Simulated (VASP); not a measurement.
# InSe (R3m) in VASP: notebook

Aim: see how the results for InSe move with the level of theory and the settings. Levels: PBE+D3(BJ), PBE+D4, r2SCAN+rVV10, PBE. Tasks: single point.

All numbers are computed with VASP 6.6.1; they aren't measurements. Logs are shortened: lines on timing, memory, paths and dates and some standing lists are left out, and cuts for length are marked.

**The experiment to reproduce.**

“The Interaction of Hydrogen with the van der Waals Crystal γ-InSe”, 2020, pmc:7321205 reports, for a bulk crystal of InSe at 300 K: band gap 1.25 eV.

The runs below are set against these values where they give the same quantity.

**1. The cell of the first run**

Symmetry: R3m, No. 160, trigonal system. Conventional cell: a = 4.039 Å, b = 4.039 Å, c = 24.889 Å, α = 90.00°, β = 90.00°, γ = 120.00°. Within 3.5 Å of In (site symmetry 3m) lie 3 Se at 2.66 Å and 1 In at 2.79 Å. In (site symmetry 3m) has 3 Se at 2.66 Å and 1 In at 2.79 Å within 3.5 Å. Se (site symmetry 3m) has 3 In at 2.66 Å within 3.5 Å. Se (site symmetry 3m) has 3 In at 2.66 Å within 3.5 Å.

**2. Single point, PBE+D3(BJ)**

Input file INCAR:

```
SYSTEM = InSe
ALGO = Normal
EDIFF = 1E-6
ENCUT = 520
GGA = PE
ISIF = 2
ISMEAR = -1
IVDW = 12
LASPH = .TRUE.
LCHARG = .FALSE.
LREAL = .FALSE.
LWAVE = .FALSE.
NBANDS = 27
NELM = 80
PREC = Accurate
SIGMA = 0.02
```

Input file KPOINTS:

```
k-points
0
G
  6 6 6
  0 0 0
```

Input file POSCAR:

```
InSe
1.0
    2.0197250349      1.1660887926      8.2964630356
   -2.0197250349      1.1660887926      8.2964630356
    0.0000000000     -2.3321775851      8.2964630356
In Se
2 2
Direct
   -0.0004297670     -0.0004297670     -0.0004297670
    0.1118020337      0.1118020337      0.1118020337
    0.6147189271      0.6147189271      0.6147189271
    0.8299088062      0.8299088062      0.8299088062
```

Potentials or basis: VASP PAW PBE potentials, release 64 (In_d, Se).

On the command line:

```sh
$ cat potpaw_PBE.64/In_d/POTCAR potpaw_PBE.64/Se/POTCAR > POTCAR
$ mpirun -np 1 vasp_std > vasp.out
```

OUTCAR:

```text
SYSTEM = InSe
   EDIFF = 1E-6
   ENCUT = 520
   GGA = PE
   ISIF = 2
   ISMEAR = -1
   IVDW = 12
   LASPH = .TRUE.
   LREAL = .FALSE.
   NELM = 80
   PREC = Accurate
 IVDW          = 12

 ion  position               nearest neighbor table
   1  1.000  1.000  1.000-   3 2.66   3 2.66   3 2.66   2 2.79
   2  0.112  0.112  0.112-   4 2.66   4 2.66   4 2.66   1 2.79
   3  0.615  0.615  0.615-   1 2.66   1 2.66   1 2.66
   4  0.830  0.830  0.830-   2 2.66   2 2.66   2 2.66

  LATTYP: Found a trigonal (rhomboedric) cell.
 ALAT       =     8.6180247847
 COS(alpha) =     0.8901502645

  Lattice vectors:

 A1 = (   2.0197250349,   1.1660887926,   8.2964630356)
 A2 = (  -2.0197250349,   1.1660887926,   8.2964630356)
 A3 = (   0.0000000000,  -2.3321775851,   8.2964630356)

Analysis of symmetry for initial positions (statically):
=====================================================================
 Subroutine PRICEL returns:
 Original cell was already a primitive cell.

 Routine SETGRP: Setting up the symmetry group for a
 trigonal (rhombohedral) supercell.

 Subroutine GETGRP returns: Found  6 space group operations
 (whereof  6 operations were pure point group operations)
 out of a pool of 12 trial point group operations.

The static configuration has the point symmetry C_3v.

Analysis of symmetry for dynamics (positions and initial velocities):
=====================================================================
 Subroutine PRICEL returns:
 Original cell was already a primitive cell.

 Routine SETGRP: Setting up the symmetry group for a
 trigonal (rhombohedral) supercell.

 Subroutine GETGRP returns: Found  6 space group operations
 (whereof  6 operations were pure point group operations)
 out of a pool of 12 trial point group operations.

The dynamic configuration has the point symmetry C_3v.

 Subroutine INISYM returns: Found  6 space group operations
 (whereof  6 operations are pure point group operations),
 and found     1 'primitive' translations

----------------------------------------------------------------------------------------

                                     Primitive cell

  volume of cell :     117.2379

  direct lattice vectors                    reciprocal lattice vectors
     2.019725035  1.166088793  8.296463036     0.247558450  0.142927938  0.040177764
    -2.019725035  1.166088793  8.296463036    -0.247558450  0.142927938  0.040177764
     0.000000000 -2.332177585  8.296463036     0.000000000 -0.285855876  0.040177764

  length of vectors
     8.618024785  8.618024785  8.618024785     0.288665610  0.288665610  0.288665610

  position of ions in fractional coordinates (direct lattice)
     0.999570233  0.999570233  0.999570233
     0.111802034  0.111802034  0.111802034
     0.614718927  0.614718927  0.614718927
     0.829908806  0.829908806  0.829908806

  ion indices of the primitive-cell ions
   primitive index   ion index
                 1           1
                 2           2
                 3           3
                 4           4

----------------------------------------------------------------------------------------

 KPOINTS: k-points

Automatic generation of k-mesh.
 Grid dimensions read from file:
 generate k-points for:    6    6    6

 Generating k-lattice:

  Cartesian coordinates                     Fractional coordinates (reciprocal lattice)
     0.041259742  0.023821323  0.006696294     0.166666667  0.000000000  0.000000000
    -0.041259742  0.023821323  0.006696294     0.000000000  0.166666667  0.000000000
     0.000000000 -0.047642646  0.006696294    -0.000000000 -0.000000000  0.166666667

  Length of vectors
     0.048110935  0.048110935  0.048110935

  Shift w.r.t. Gamma in fractional coordinates (k-lattice)
     0.000000000  0.000000000  0.000000000

 Subroutine IBZKPT returns following result:
 ===========================================

 Found     32 irreducible k-points:

 Following reciprocal coordinates:
            Coordinates               Weight
  0.000000  0.000000  0.000000      1.000000
  0.166667 -0.000000  0.000000      6.000000
  0.333333 -0.000000  0.000000      6.000000
  0.500000  0.000000  0.000000      3.000000
  0.166667  0.166667  0.000000      6.000000
  0.333333  0.166667  0.000000     12.000000
[... 16 lines left out ...]
  0.500000  0.500000  0.166667      6.000000
 -0.333333  0.500000  0.166667     12.000000
 [... further k-points ...]
   k-points           NKPTS =     32   k-points in BZ     NKDIM =     32   number of bands    NBANDS=     27
   number of dos      NEDOS =    301   number of ions     NIONS =      4
   total plane-waves  NPLWV = 262144
   dimension x,y,z NGX =    64 NGY =   64 NGZ =   64
   dimension x,y,z NGXF=   128 NGYF=  128 NGZF=  128
   ions per type =               2   2
   NGX,Y,Z   is equivalent  to a cutoff of  12.35, 12.35, 12.35 a.u.
   NGXF,Y,Z  is equivalent  to a cutoff of  24.69, 24.69, 24.69 a.u.
 SYSTEM =  InSe
[... 32 lines left out ...]
  Thomas-Fermi vector in A             =   2.261226
   LORBIT       =      0    0 simple, 1 ext, 2 COOP (PROOUT), +10 PAW based schemes
   GGA     = PE    functional components
   LHFCALC =     F    Hartree Fock is set to
   AEXX    =    0.0000 exact exchange contribution
   IVDW    =    12    specifies the selected vdW correction
   LEPSILON=     F    determine dielectric tensor
   LRPA    =     F    only Hartree local field effects (RPA)
 non-spin polarized calculation
  energy-cutoff  :      520.00
  volume of cell :      117.24
 maximum number of plane-waves:      3181
   NGX = 33   NGY = 33   NGZ = 33

 number of electron      37.9999996 magnetization

 Free energy of the ion-electron system (eV)
  ---------------------------------------------------
  ext. energy  EPLUGINS =         0.00000000
  ---------------------------------------------------
  free energy    TOTEN  =       -14.15116515 eV

  energy without entropy =      -14.15116193  energy(sigma->0) =      -14.15116354

 E-fermi :   4.2801     XC(G=0):  -8.9130

 val. band max:        4.1441179764   @ k =   0.5000   0.5000   0.5000
 cond. band min:       4.4161130918   @ k =   0.5000   0.5000   0.5000
 fundamental gap:      0.2719951154
 Fermi energy:         4.2801155981

 k-point     1 :       0.0000    0.0000    0.0000
  band No.  band energies     occupation
      1     -10.7111      2.00000
      2     -10.5247      2.00000
      3     -10.5247      2.00000
      4     -10.4409      2.00000
      5     -10.4409      2.00000
      6     -10.4336      2.00000
[... 19 lines left out ...]
     26       9.4947      0.00000
     27      11.5681      0.00000

 k-point     2 :       0.1667   -0.0000    0.0000
  band No.  band energies     occupation
      1     -10.7139      2.00000
      2     -10.6065      2.00000
      3     -10.5277      2.00000
      4     -10.5218      2.00000
      5     -10.4405      2.00000
      6     -10.4233      2.00000
[... 19 lines left out ...]
     26      10.0385      0.00000
     27      10.9488      0.00000

 k-point     3 :       0.3333   -0.0000    0.0000
  band No.  band energies     occupation
      1     -10.7799      2.00000
      2     -10.6600      2.00000
      3     -10.6542      2.00000
      4     -10.5214      2.00000
      5     -10.4536      2.00000
      6     -10.3881      2.00000
[... 19 lines left out ...]
     26      10.7136      0.00000
     27      11.2642      0.00000

 k-point     4 :       0.5000    0.0000    0.0000
  band No.  band energies     occupation
      1     -10.8251      2.00000
      2     -10.7123      2.00000
      3     -10.6535      2.00000
      4     -10.5227      2.00000
      5     -10.4600      2.00000
      6     -10.3708      2.00000
[... 19 lines left out ...]
     26      10.5409      0.00000
     27      10.9743      0.00000
[... 516 lines left out ...]
      4     -10.5332      2.00000
      5     -10.4475      2.00000
      6     -10.3840      2.00000
[... 19 lines left out ...]
     26      11.1693      0.00000
     27      11.7377      0.00000

 k-point    23 :       0.5000    0.5000    0.1667
  band No.  band energies     occupation
      1     -10.7705      2.00000
      2     -10.6719      2.00000
      3     -10.6518      2.00000
      4     -10.5219      2.00000
      5     -10.4535      2.00000
      6     -10.3879      2.00000
[... 19 lines left out ...]
     26      10.9810      0.00000
     27      11.4134      0.00000

 k-point    24 :      -0.3333    0.5000    0.1667
  band No.  band energies     occupation
      1     -10.8056      2.00000
      2     -10.7143      2.00000
      3     -10.6529      2.00000
      4     -10.5335      2.00000
      5     -10.4475      2.00000
      6     -10.3839      2.00000
[... 19 lines left out ...]
     26      11.1975      0.00000
     27      11.6832      0.00000

 [... further k-points ...]

------------------------ aborting loop because EDIFF is reached ----------------------------------------

 Edisp (eV)   -1.19817

 E8    (eV) :    -0.5495

  FORCE on cell =-STRESS in cart. coord.  units (eV):
  Direction    XX          YY          ZZ          XY          YZ          ZX
  --------------------------------------------------------------------------------------
  -------------------------------------------------------------------------------------
  Total       0.02999     0.02999     0.02773     0.00000     0.00000     0.00000
  in kB       0.40985     0.40985     0.37899     0.00000     0.00000     0.00000
  external pressure =        0.40 kB  Pullay stress =        0.00 kB

 VOLUME and BASIS-vectors are now :
 -----------------------------------------------------------------------------
  energy-cutoff  :      520.00
  volume of cell :      117.24
      direct lattice vectors                 reciprocal lattice vectors
     2.019725035  1.166088793  8.296463036     0.247558450  0.142927938  0.040177764
    -2.019725035  1.166088793  8.296463036    -0.247558450  0.142927938  0.040177764
     0.000000000 -2.332177585  8.296463036     0.000000000 -0.285855876  0.040177764

 POSITION                                       TOTAL-FORCE (eV/Angst)
 -----------------------------------------------------------------------------------
      0.00000      0.00000     24.87869         0.000000      0.000000      0.014164
      0.00000      0.00000      2.78268         0.000000     -0.000000     -0.014236
      0.00000      0.00000     15.29998         0.000000     -0.000000     -0.014847
      0.00000      0.00000     20.65592         0.000000      0.000000      0.014919
 -----------------------------------------------------------------------------------
    total drift:                               -0.000000      0.000000     -0.000844

  FREE ENERGIE OF THE ION-ELECTRON SYSTEM (eV)
  ---------------------------------------------------
  free  energy   TOTEN  =       -15.3493374622 eV

  energy  without entropy=      -15.3493342476  energy(sigma->0) =      -15.34933585
```

Run time: 4.4 min. Hardware: 1 thread of Intel Xeon 6975P-C (Granite Rapids), shared host; peak memory 0.54 GiB.

Results:

```
Free energy                : -15.3493 eV
Pressure                   : 0.0 GPa
Largest force              : 0.015 eV/Å
Band gap on the k mesh     : 0.27 eV
Dispersion energy per atom : -0.300 eV
```

Forces on the atoms (eV/Å):
```
In   0.000  0.000  0.014
In   0.000  0.000 -0.014
Se   0.000  0.000 -0.015
Se   0.000  0.000  0.015
```

Caveat: spin-orbit coupling is left out, which moves the levels of the heavy elements.

**3. Single point, PBE+D4**

This run uses another cell than the first one, of 29.20 Å³/atom.

Input file INCAR:

```
  PREC = Accurate
  ENCUT = 520
  EDIFF = 1E-6
  ISMEAR = -1
  SIGMA = 0.02
  LREAL = F
  LASPH = T
  NELM = 100
  ALGO = Normal
  ISIF = 2
  LWAVE = F
  LCHARG = T
  GGA = PE
  IVDW = 13
  LELF = T
  LVHAR = T
  NBANDS = 27
```

Input file KPOINTS:

```
Automatic mesh
0
Gamma
  6 6 6
```

Input file POSCAR:

```
InSe
1.0
    2.0185023076      1.1653828506      8.2744438327
   -2.0185023076      1.1653828506      8.2744438327
    0.0000000000     -2.3307657012      8.2744438327
In Se
2 2
Direct
   -0.0005378965     -0.0005378965     -0.0005378965
    0.1119148349      0.1119148349      0.1119148349
    0.6144364911      0.6144364911      0.6144364911
    0.8301865705      0.8301865705      0.8301865705
```

Potentials or basis: VASP PAW PBE potentials, release 64 (In_d, Se).

On the command line:

```sh
$ cat potpaw_PBE.64/In_d/POTCAR potpaw_PBE.64/Se/POTCAR > POTCAR
$ mpirun -np 1 vasp_std > vasp.out
```

It took 5.3 min on 1 thread of Intel Xeon 6975P-C (Granite Rapids), shared host; peak memory 0.55 GiB.

The run converged. Its results:

* Free energy: -15.4514 eV
* Pressure: 0.0 GPa
* Largest force: 0.016 eV/Å
* Band gap on the k mesh: 0.27 eV
* Dispersion energy per atom: -0.326 eV

Forces on the atoms (eV/Å):
```
In   0.000  0.000  0.014
In   0.000  0.000 -0.014
Se   0.000  0.000 -0.016
Se   0.000  0.000  0.016
```

Levels at points of the mesh, in eV from the valence-band top:
| k point | band 17 | band 18 | band 19 | band 20 | band 21 | band 22 |
| --- | --- | --- | --- | --- | --- | --- |
| (0.00, 0.00, 0.00) | -1.41 | -1.26 | -1.26 | 1.68 | 1.99 | 4.22 |
| (0.50, 0.00, 0.00) | -2.42 | -2.23 | -1.69 | 1.08 | 1.92 | 3.65 |
| (0.50, 0.50, 0.00) | -2.58 | -2.04 | -1.53 | 1.04 | 1.94 | 3.27 |
| (0.50, 0.50, 0.50) | -1.18 | -1.18 | 0.00 | 0.27 | 2.06 | 4.11 |

Caveat: spin-orbit coupling is left out, which moves the levels of the heavy elements.

**4. Single point, r2SCAN+rVV10**

This run uses another cell than the first one, of 29.44 Å³/atom.

Input file POSCAR:

```
InSe
1.0
    2.0105578926      1.1607961405      8.4106659492
   -2.0105578926      1.1607961405      8.4106659492
    0.0000000000     -2.3215922810      8.4106659492
In Se
2 2
Direct
    0.0004771575      0.0004771575      0.0004771575
    0.1108703958      0.1108703958      0.1108703958
    0.6169580843      0.6169580843      0.6169580843
    0.8276943625      0.8276943625      0.8276943625
```

Input file INCAR.step1:

```
  PREC = Accurate
  ENCUT = 520
  ISMEAR = -1
  SIGMA = 0.02
  LREAL = F
  LASPH = T
  NELM = 100
  NBANDS = 27
  GGA = PE
  ALGO = Normal
  EDIFF = 1E-4
  LWAVE = T
  LCHARG = F
```

Input file INCAR.step2:

```
  PREC = Accurate
  ENCUT = 520
  EDIFF = 1E-7
  ISMEAR = -1
  SIGMA = 0.02
  LREAL = F
  LASPH = T
  NELM = 100
  ALGO = Normal
  ISIF = 2
  LWAVE = F
  LCHARG = F
  METAGGA = R2SCAN
  LMIXTAU = T
  LUSE_VDW = T
  IVDW_NL = 2
  BPARAM = 11.95
  CPARAM = 0.0093
  NBANDS = 27
  ISTART = 1
```

KPOINTS is that of step 3.

On the command line:

```sh
$ cat potpaw_PBE.64/In_d/POTCAR potpaw_PBE.64/Se/POTCAR > POTCAR
$ cp INCAR.step1 INCAR
$ mpirun -np 1 vasp_std > vasp.out
$ cp INCAR.step2 INCAR
$ mpirun -np 1 vasp_std > vasp.out
```

Run time: 48 min. Hardware: 1 thread of Intel Xeon 6975P-C (Granite Rapids), shared host; peak memory 1.9 GiB.

Results (log left out):

* Free energy: -75.3626 eV
* Pressure: 0.1 GPa
* Largest force: 0.025 eV/Å
* Band gap on the k mesh: 0.78 eV

Forces on the atoms (eV/Å):
```
In   0.000  0.000  0.013
In   0.000  0.000 -0.012
Se   0.000  0.000 -0.025
Se   0.000  0.000  0.025
```

Levels at points of the mesh, in eV from the valence-band top:
```csv
k point,band 15,band 16,band 17,band 18,band 19,band 20,band 21,band 22,band 23,band 24
"(0.00, 0.00, 0.00)",-1.52,-1.40,-1.40,-1.32,-1.32,1.96,2.48,4.62,4.62,5.72
"(0.50, 0.00, 0.00)",-3.58,-2.44,-2.43,-2.36,-1.74,1.43,2.25,4.01,4.32,5.01
"(0.50, 0.50, 0.00)",-3.33,-2.70,-2.62,-2.16,-1.58,1.47,2.20,3.65,3.92,4.61
"(0.50, 0.50, 0.50)",-1.48,-1.48,-1.23,-1.23,0.00,0.78,2.52,4.54,4.54,6.01
```

Caveat: the PAW data sets were made with another functional, which shifts forces and pressure a little; spin-orbit coupling is left out, which moves the levels of the heavy elements.

**5. Single point, PBE**

This run uses another cell than the first one, of 29.44 Å³/atom.

Input file INCAR:

```
ALGO = Normal
EDIFF = 1E-7
ENCUT = 520
GGA = PE
ISIF = 2
ISMEAR = -1
LASPH = True
LCHARG = False
LREAL = False
LWAVE = False
NBANDS = 27
NELM = 60
PREC = Accurate
SIGMA = 0.02
```

Input file KPOINTS:

```
k-points
0
Gamma
  8 8 8
```

POSCAR is that of step 4.

On the command line:

```sh
$ cat potpaw_PBE.64/In_d/POTCAR potpaw_PBE.64/Se/POTCAR > POTCAR
$ mpirun -np 1 vasp_std > vasp.out
```

Wall time 16 min (1 thread of Intel Xeon 6975P-C (Granite Rapids), shared host); peak memory 0.73 GiB.

It converged, with:

* Free energy: -14.1549 eV
* Pressure: 2.5 GPa
* Largest force: 0.210 eV/Å
* Band gap on the k mesh: 0.39 eV

Forces on the atoms (eV/Å):
```
In   0.000  0.000  0.129
In   0.000  0.000 -0.129
Se   0.000  0.000 -0.210
Se   0.000  0.000  0.210
```

Stress tensor (GPa, compression positive):
```
2.51 0.00 0.00
0.00 2.51 0.00
0.00 0.00 2.40
```

Levels at points of the mesh, in eV from the valence-band top:
```csv
k point,band 16,band 17,band 18,band 19,band 20,band 21,band 22,band 23
"(0.00, 0.00, 0.00)",-1.34,-1.34,-1.25,-1.25,1.62,2.05,4.29,4.29
"(0.50, 0.00, 0.00)",-2.36,-2.35,-2.26,-1.68,1.19,1.94,3.68,3.97
"(0.50, 0.50, 0.00)",-2.63,-2.52,-2.07,-1.52,1.19,1.94,3.33,3.60
"(0.50, 0.50, 0.50)",-1.41,-1.17,-1.17,0.00,0.39,2.09,4.21,4.21
```

Caveat: spin-orbit coupling is left out, which moves the levels of the heavy elements. A k mesh can miss the band edges.

**6. The runs side by side**

```csv
level,cell,k mesh,gap on the mesh (eV),pressure (GPa),largest force (eV/Å)
PBE+D3(BJ),"a = 8.618 Å, angles 27.1°, 4 atoms, atomic positions A",6 × 6 × 6,0.27,0.0,0.01
PBE+D4,"a = 8.596 Å, angles 27.2°, 4 atoms, atomic positions A",6 × 6 × 6,0.27,0.0,0.02
r2SCAN+rVV10,"a = 8.725 Å, angles 26.6°, 4 atoms, atomic positions B",6 × 6 × 6,0.78,0.1,0.03
PBE,"a = 8.725 Å, angles 26.6°, 4 atoms, atomic positions B",8 × 8 × 8,0.39,2.5,0.21
```

Alike in all rows: task single point; potentials or basis VASP PAW PBE potentials, release 64 (In_d, Se); no spin polarisation; cutoff (eV) 520; smearing fermi-dirac 0.02 eV.

Caveats: spin-orbit coupling is left out, which moves the levels of the heavy elements; the PAW data sets were made with another functional, which shifts forces and pressure a little (at least some runs).

Absolute energies hang on the potentials; compare differences alone.

**7. How close it comes**

Step 2. Measured gap of InSe: 1.25 eV (300 K; “The Interaction of Hydrogen with the van der Waals Crystal γ-InSe”, 2020, pmc:7321205). This calculation gives 0.27 eV (-0.98 eV). Spin-orbit coupling on In, Se is left out. The value is that of PBE+D3(BJ) on a finite k mesh, which can miss the band edges, without temperature or zero-point motion. Semilocal functionals fall short of measured gaps as a rule.

Step 3. Measured gap of InSe: 1.25 eV (300 K; “The Interaction of Hydrogen with the van der Waals Crystal γ-InSe”, 2020, pmc:7321205). This calculation gives 0.27 eV (-0.98 eV). Spin-orbit coupling on In, Se is left out. The value is that of PBE+D4 on a finite k mesh, which can miss the band edges, without temperature or zero-point motion. Semilocal functionals fall short of measured gaps as a rule.

Step 4. A measured gap of InSe is 1.25 eV (300 K; “The Interaction of Hydrogen with the van der Waals Crystal γ-InSe”, 2020, pmc:7321205); the calculated 0.78 eV misses it by -0.47 eV. Spin-orbit coupling on In, Se is left out. The value is that of r2SCAN+rVV10 on a finite k mesh, which can miss the band edges, without temperature or zero-point motion.
